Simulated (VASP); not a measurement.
Ge: single point with PBEsol

The system is Ge.

```
CELL_PARAMETERS angstrom
3.83697 0.00000 0.00000
-1.91848 3.32291 0.00000
0.00000 0.00000 6.15047
ATOMIC_POSITIONS crystal
Ge 0.00000 0.00000 0.07119
Ge 0.00000 0.00000 0.57119
Ge 0.33333 0.66667 0.82111
Ge 0.66667 0.33333 0.32111
```

| Property | Result |
| --- | --- |
| Program | VASP 6.6.1 |
| Task | single point |
| Functional | PBEsol |
| Potentials or basis | VASP PAW PBE potentials, release 64 (Ge_d) |
| Cutoff | 520 eV |
| k mesh | 12 × 12 × 4 |
| Occupations | gaussian, width 0.1 eV |
| Spin | no spin polarisation |
| Dipole correction | no |
| Further INCAR settings | ALGO = Normal; EDIFF = 1e-06; NBANDS = 36 |

The pressure is 0.1 GPa and the band gap on the k mesh is zero (band 28 reaches 7.44 eV, above the bottom of band 29 at 3.17 eV).

Levels at points of the mesh, in eV from the Fermi level:
```csv
k point,band 24,band 25,band 26,band 27,band 28,band 29,band 30,band 31,band 32,band 33
"(0.00, 0.00, 0.00)",-1.28,-0.69,-0.69,0.87,0.99,0.99,1.86,2.63,2.63,4.17
"(0.50, 0.00, 0.00)",-6.58,-5.35,-4.27,-2.93,0.64,1.05,1.18,1.53,2.31,4.35
"(0.00, 0.00, 0.50)",-4.77,0.04,0.04,0.04,0.04,0.90,0.90,3.28,3.28,3.28
"(0.50, 0.00, 0.50)",-8.07,-1.90,-1.90,-1.84,-1.84,-1.20,-1.20,2.87,2.87,5.69
```

It took 2.8 min on 1 thread of Intel(R) Xeon(R) Platinum 8175M CPU @ 2.50GHz (Skylake/Cascade Lake), with other jobs on the host, peak memory 0.25 GiB.

Caveat: the PAW data sets were made with another functional, which shifts forces and pressure a little.
